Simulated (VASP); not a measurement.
Input of a VASP 6.6.1 run:

The input INCAR:

```
SYSTEM = SrCaTe2
PREC     = Accurate       ! precision mode
ENCUT    = 520            ! plane-wave cutoff, eV
EDIFF    = 1E-7           ! SCF threshold, eV
ISMEAR   = 0              ! smearing method
SIGMA    = 0.01           ! smearing width, eV
LREAL    = .False.        ! projectors in reciprocal space
LASPH    = .True.         ! aspherical terms in the spheres
NELM     = 100            ! most SCF steps
ALGO     = Normal         ! electronic algorithm
ISIF     = 2              ! what is computed and relaxed
LWAVE    = .False.        ! write WAVECAR
LCHARG   = .False.        ! write CHGCAR
GGA      = PE             ! functional
NBANDS   = 24             ! bands
```

Contents of KPOINTS:

```
regular mesh
0
Gamma
  4 4 4
  0 0 0
```

POSCAR

```
SrCaTe2
1.0
    2.3129611552      1.3353887456      7.5589774763
   -2.3129611552      1.3353887456      7.5589774763
    0.0000000000     -2.6707774911      7.5589774763
Sr Ca Te
1 1 2
Direct
    1.0000000000      0.0000000000      0.0000000000
    0.5000000000      0.5000000000      0.5000000000
    0.2457458690      0.2457458690      0.2457458690
    0.7542541310      0.7542541310      0.7542541310
```

Potentials or basis: VASP PAW PBE potentials, release 64 (Sr_sv, Ca_sv, Te).

Launch:

```console
$ cat potpaw_PBE.64/Sr_sv/POTCAR potpaw_PBE.64/Ca_sv/POTCAR potpaw_PBE.64/Te/POTCAR > POTCAR
$ mpirun -np 1 vasp_std > vasp.out
```

Q: Predict the largest force.

A: 0.010 eV/Å.

Q: What does it give for the pressure?

A: 0.4 GPa.

Q: What does it give for the band gap on the k mesh?

A: 1.62 eV (least direct gap 2.52 eV).

Forces in eV/Å, atoms in the order of the input:
```
Sr   0.000  0.000  0.000
Ca   0.000  0.000  0.000
Te   0.000  0.000 -0.010
Te   0.000  0.000  0.010
```

Caveat: spin-orbit coupling is left out, which moves the levels of the heavy elements. A k mesh can miss the band edges.
